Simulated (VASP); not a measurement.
## BN: single point with PBE

BN:

```
B N
1.0
     2.51218    0.00000    0.00000
    -1.25609    2.17561    0.00000
     0.00000    0.00000    8.67689
B N
2 2
Direct
  0.33333 0.66667 0.25000
  0.66667 0.33333 0.75000
  0.33333 0.66667 0.75000
  0.66667 0.33333 0.25000
```

This cell differs from its parent crystal: strain along c alone, the other axes held: +4.0 %.

```json
{
 "Program": "VASP 6.6.1",
 "Task": "single point",
 "Functional": "PBE",
 "Potentials or basis": "VASP PAW PBE potentials, release 64 (B, N)",
 "Cutoff": "520 eV",
 "k mesh": "12 × 12 × 4",
 "Occupations": "gaussian, width 0.02 eV",
 "Spin": "no spin polarisation"
}
```

The pressure is 0.0 GPa and the band gap on the k mesh is 4.32 eV (least direct gap 4.66 eV).

Stress tensor (GPa, compression positive):
```
 0.12  0.00  0.00
 0.00  0.12  0.00
 0.00  0.00 -0.14
```

Levels at points of the mesh, in eV from the valence-band top:
```csv
k point,band 6,band 7,band 8,band 9,band 10,band 11
"(0.00, 0.00, 0.00)",-1.35,-1.35,-1.35,4.32,7.40,9.62
"(0.50, 0.00, 0.00)",-4.12,-0.99,-0.81,4.62,4.96,9.44
"(0.00, 0.00, 0.50)",-1.35,-1.35,-1.35,5.48,5.48,11.33
"(0.50, 0.00, 0.50)",-4.12,-0.90,-0.90,4.77,4.77,9.68
```

Run time: 71 s on 1 thread of Intel Xeon 8259CL, with other jobs on the host, peak memory 0.18 GiB.

Caveat: the cell differs from its parent crystal (strain along c alone, the other axes held: +4.0 %); this functional lacks dispersion, which binds the layers, so the pressure and a relaxed spacing across them are unreliable. A k mesh can miss the band edges.
